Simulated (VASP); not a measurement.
Sb:

```
CELL_PARAMETERS angstrom
2.15060 1.24165 3.74400
-2.15060 1.24165 3.74400
0.00000 -2.48330 3.74400
ATOMIC_POSITIONS crystal
Sb 0.23364 0.23364 0.23364
Sb 0.76636 0.76636 0.76636
```

Base run:

* Program: VASP 6.6.1
* Functional: PBEsol
* Potentials or basis: VASP PAW PBE potentials, release 64 (Sb)
* Cutoff: 520 eV
* k mesh: 9 × 9 × 9
* Occupations: fermi-dirac, width 0.05 eV
* Spin: no spin polarisation

Its results: band gap on the k mesh 0.07 eV, indirect (least direct gap 0.48 eV); pressure 0.6 GPa; largest force 0.200 eV/Å.

Q: The run is repeated on the same cell with these changes: functional from PBEsol to PBE. What comes out?

A: Band gap on the k mesh 0.07 eV, indirect (least direct gap 0.49 eV); pressure 3.2 GPa; largest force 0.244 eV/Å.

PBE binds less tightly than PBEsol, so the same cell stands under more pressure.

Caveats: spin-orbit coupling is left out, which moves the levels of the heavy elements; the PAW data sets were made with another functional, which shifts forces and pressure a little (some runs).

A k mesh can miss the band edges.
